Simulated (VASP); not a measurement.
# SiNi (Pm) in VASP: notebook, part 3 of 3

VASP 6.6.1. Earlier steps stand in the parts before.

## Step 6: Single point, PBEsol (atom 1 (Si) moved +0.125 Å along Cartesian [0 1 0])

Contents of INCAR:

```
SYSTEM = SiNi
PREC = Accurate ; ENCUT = 520
EDIFF = 1E-6 ; ISMEAR = 0
SIGMA = 0.15 ; LREAL = .FALSE.
LASPH = .TRUE. ; NELM = 60
ALGO = Normal ; ISIF = 2
LWAVE = .FALSE. ; LCHARG = .FALSE.
GGA = PS ; NBANDS = 22
```

Contents of KPOINTS:

```
Automatic mesh
0
G
  16 14 10
  0 0 0
```

Contents of POSCAR:

```
SiNi
1.0
    3.0266200000      0.0000000000      0.0000000000
    0.0000000000      3.2735000000      0.0000000000
    0.0000000000      0.0000000000      4.6977600000
Si Ni
2 2
Direct
    0.5000000000      0.5381854284      0.8423000000
    0.0000000000      0.0000000000      0.1577000000
    0.5000000000      0.5000000000      0.3442200000
    0.0000000000      0.0000000000      0.6557800000
```

Potentials or basis: VASP PAW PBE potentials, release 64 (Si, Ni).

The run is started by

```console
$ cat potpaw_PBE.64/Si/POTCAR potpaw_PBE.64/Ni/POTCAR > POTCAR
$ mpirun -np 1 vasp_std > vasp.out
```

OUTCAR:

```text
SYSTEM = SiNi
   PREC = Accurate
   ENCUT = 520
   EDIFF = 1E-6
   ISMEAR = 0
   LREAL = .FALSE.
   LASPH = .TRUE.
   NELM = 60
   ISIF = 2
   GGA = PS

 ion  position               nearest neighbor table
   1  0.500  0.538  0.842-   4 2.31   4 2.31   3 2.34   3 2.36   4 2.48   4 2.48   2 2.60   2 2.60
                             2 2.75   2 2.75
   2  0.000  0.000  0.158-   4 2.34   4 2.36   3 2.40   3 2.40   3 2.40   3 2.40   1 2.60   1 2.60
                             1 2.75   1 2.75
   3  0.500  0.500  0.344-   1 2.34   1 2.36   2 2.40   2 2.40   2 2.40   2 2.40   4 2.67   4 2.67
                             4 2.67   4 2.67
   4  0.000  0.000  0.656-   1 2.31   1 2.31   2 2.34   2 2.36   1 2.48   1 2.48   3 2.67   3 2.67
                             3 2.67   3 2.67

  LATTYP: Found a simple orthorhombic cell.
 ALAT       =     3.0266200000
 B/A-ratio  =     1.0815695396
 C/A-ratio  =     1.5521472798

  Lattice vectors:

 A1 = (   3.0266200000,   0.0000000000,   0.0000000000)
 A2 = (   0.0000000000,   3.2735000000,   0.0000000000)
 A3 = (   0.0000000000,   0.0000000000,   4.6977600000)

Analysis of symmetry for initial positions (statically):
=====================================================================
 Subroutine PRICEL returns:
 Original cell was already a primitive cell.

 Routine SETGRP: Setting up the symmetry group for a
 simple orthorhombic supercell.

 Subroutine GETGRP returns: Found  2 space group operations
 (whereof  2 operations were pure point group operations)
 out of a pool of  8 trial point group operations.

The static configuration has the point symmetry C_1h.

Analysis of symmetry for dynamics (positions and initial velocities):
=====================================================================
 Subroutine PRICEL returns:
 Original cell was already a primitive cell.

 Routine SETGRP: Setting up the symmetry group for a
 simple orthorhombic supercell.

 Subroutine GETGRP returns: Found  2 space group operations
 (whereof  2 operations were pure point group operations)
[... 126 lines left out ...]
     AMIX_MAG =   1.60;   BMIX_MAG =  1.00
  volume/ion in A,a.u.               =      11.64        78.52
  Fermi-wavevector in a.u.,A,eV,Ry     =   1.381997  2.611596 25.985987  1.909916
  Thomas-Fermi vector in A             =   2.506729
   LORBIT       =      0    0 simple, 1 ext, 2 COOP (PROOUT), +10 PAW based schemes
   GGA     = PS    functional components
   LHFCALC =     F    Hartree Fock is set to
   AEXX    =    0.0000 exact exchange contribution
   IVDW    =     0    specifies the selected vdW correction
   LEPSILON=     F    determine dielectric tensor
   LRPA    =     F    only Hartree local field effects (RPA)
 non-spin polarized calculation
 Gauss-broadening in eV      SIGMA  =   0.15
  energy-cutoff  :      520.00
  volume of cell :       46.54
 maximum number of plane-waves:      1274
   NGX = 11   NGY = 13   NGZ = 17

 number of electron      28.0000015 magnetization

 Free energy of the ion-electron system (eV)
  ---------------------------------------------------
  ext. energy  EPLUGINS =         0.00000000
  ---------------------------------------------------
  free energy    TOTEN  =       -25.89513718 eV

  energy without entropy =      -25.88300629  energy(sigma->0) =      -25.88907173

 E-fermi :  11.1374     XC(G=0): -12.5641

 val. band max:       11.1356981510   @ k =  -0.3125   0.2857  -0.1000
 cond. band min:      11.1434315867   @ k =  -0.1875   0.1429  -0.2000
 fundamental gap:      0.0077334357
 Fermi energy:        11.1374383936

 k-point     1 :       0.0000    0.0000    0.0000
  band No.  band energies     occupation
      1      -2.6767      2.00000
      2       3.0781      2.00000
      3       4.6859      2.00000
      4       6.9995      2.00000
      5       7.6306      2.00000
      6       8.1257      2.00000
[... 589 lines left out ...]
     21      18.3037      0.00000
     22      21.5676      0.00000

 [... further k-points ...]

------------------------ aborting loop because EDIFF is reached ----------------------------------------

  FORCE on cell =-STRESS in cart. coord.  units (eV):
  Direction    XX          YY          ZZ          XY          YZ          ZX
  --------------------------------------------------------------------------------------
  -------------------------------------------------------------------------------------
  Total       -1.1146016     -1.1896772     -1.3169789      0.0000000      0.0143196      0.0000000
  in kB      -38.3680007    -40.9523323    -45.3344477      0.0000000      0.4929242      0.0000000
  external PRESSURE =     -41.5515936 kB  Pullay stress =       0.0000000 kB

 VOLUME and BASIS-vectors are now :
 -----------------------------------------------------------------------------
  energy-cutoff  :      520.00
  volume of cell :       46.54
      direct lattice vectors                 reciprocal lattice vectors
     3.026620000  0.000000000  0.000000000     0.330401570  0.000000000  0.000000000
     0.000000000  3.273500000  0.000000000     0.000000000  0.305483428  0.000000000
     0.000000000  0.000000000  4.697760000     0.000000000  0.000000000  0.212867409

 POSITION                                       TOTAL-FORCE (eV/Angst)
 -----------------------------------------------------------------------------------
      1.51331      1.76175      3.95692         0.000000     -0.830873      0.013553
      0.00000      0.00000      0.74084         0.000000      0.257291      0.068121
      1.51331      1.63675      1.61706         0.000000      0.076459     -0.114965
      0.00000      0.00000      3.08070         0.000000      0.497122      0.033291
 -----------------------------------------------------------------------------------
    total drift:                                0.000000      0.000089      0.000034

  FREE ENERGIE OF THE ION-ELECTRON SYSTEM (eV)
  ---------------------------------------------------
  free  energy   TOTEN  =       -25.8951371750 eV

  energy  without entropy=      -25.8830062925  energy(sigma->0) =      -25.88907173
```

Wall time 9.2 min (1 thread of Oxide Virtual Turin-like, shared host); peak memory 0.58 GiB.

Results:

* Free energy: -25.8951 eV
* Pressure: -4.2 GPa
* Largest force: 0.831 eV/Å
* Band gap on the k mesh: zero (band 14 reaches 12.99 eV, above the bottom of band 15 at 10.68 eV)

Forces in eV/Å, atoms in the order of the input:
```
Si   0.000 -0.831  0.014
Si   0.000  0.257  0.068
Ni   0.000  0.076 -0.115
Ni   0.000  0.497  0.033
```

Caveat: the cell differs from its parent crystal (atom 1 (Si) moved +0.125 Å along Cartesian [0 1 0]); the PAW data sets were made with another functional, which shifts forces and pressure a little.
